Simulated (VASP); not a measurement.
Set up this calculation in VASP 6.6.1, as the native input.

```
Task                   : dielectric tensor
Functional             : LDA
Potentials or basis    : VASP PAW LDA potentials, release 64 (N, B)
Cutoff                 : 520 eV
k mesh                 : 12 × 12 × 4
Occupations            : gaussian, width 0.01 eV
Spin                   : no spin polarisation
Dipole correction      : no
Further INCAR settings : ALGO = Normal; EDIFF = 1e-08
```

The structure of BN lies in POSCAR:

```
BN
1.0
    2.4982400000      0.0000000000      0.0000000000
   -1.2491200000      2.1635393048      0.0000000000
    0.0000000000      0.0000000000      6.6357000000
N B
2 2
Direct
    0.6666666667      0.3333333333      0.2500000000
    0.3333333333      0.6666666667      0.7500000000
    0.6666666667      0.3333333333      0.7500000000
    0.3333333333      0.6666666667      0.2500000000
```

These files were run (other wordings do the same):

INCAR

```
PREC = Accurate
ENCUT = 520
EDIFF = 1E-8
ISMEAR = 0
SIGMA = 0.01
LREAL = F
LASPH = T
NELM = 60
ALGO = Normal
ISIF = 2
LWAVE = F
LCHARG = F
LEPSILON = T
```

KPOINTS

```
regular mesh
0
Gamma
  12 12 4
```

Potentials or basis: VASP PAW LDA potentials, release 64 (N, B).

Launch:

```sh
$ cat potpaw_LDA.64/N/POTCAR potpaw_LDA.64/B/POTCAR > POTCAR
$ mpirun -np 1 vasp_std > vasp.out
```

Results of the run:

| Quantity | Value |
| --- | --- |
| Band gap on the k mesh | 4.09 eV, indirect (least direct gap 4.51 eV) |
| Electronic dielectric tensor (diagonal) | 4.84, 4.84, 2.76 |
| Born charges (mean of the diagonal) | N -2.06; B +2.06 e |

Run time: 4.6 min on 1 thread of Intel(R) Xeon(R) Platinum 8375C CPU @ 2.90GHz (Ice Lake) (shared host), peak memory 0.25 GiB.
